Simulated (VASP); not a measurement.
A run of VASP 6.6.1 is set up as follows.

The input INCAR:

```
SYSTEM = CdF2
PREC = Accurate
ENCUT = 520
EDIFF = 1E-7
ISMEAR = 0
SIGMA = 0.05
LREAL = .False.
LASPH = .True.
NELM = 100
ALGO = Normal
ISIF = 2
LWAVE = .False.
LCHARG = .True.
GGA = PS
LELF = .True.
LVHAR = .True.
NBANDS = 20
```

Contents of KPOINTS:

```
regular mesh
0
Gamma
  8 8 8
  0 0 0
```

File POSCAR:

```
CdF2
1.0
    0.0000000000      2.9208991569      2.2882620123
    2.8670576978      0.0000000000      2.2882620123
    2.8670576978      2.9208991569      0.0000000000
Cd F
1 2
Direct
    0.0000000000      0.0000000000      0.0000000000
    0.2500000000      0.2500000000      0.2500000000
    0.7500000000      0.7500000000      0.7500000000
```

Potentials or basis: VASP PAW PBE potentials, release 64 (Cd, F).

The run is started by

```bash
$ cat potpaw_PBE.64/Cd/POTCAR potpaw_PBE.64/F/POTCAR > POTCAR
$ mpirun -np 1 vasp_std > vasp.out
```

Question: What does it give for the band gap on the k mesh?

Answer: 1.46 eV (least direct gap 1.73 eV).

Question: What does it give for the pressure?

Answer: 3.2 GPa.

Stress tensor (GPa, compression positive):
```
-6.49  0.00  0.00
 0.00 -8.61  0.00
 0.00  0.00 24.69
```

Caveat: the cell differs from its parent crystal (strain +e along x and -e along y -0.0100, strain +e along z and -e/2 along x and y -0.1500); the cell stands under pressure; the PAW data sets were made with another functional, which shifts forces and pressure a little. A k mesh can miss the band edges.
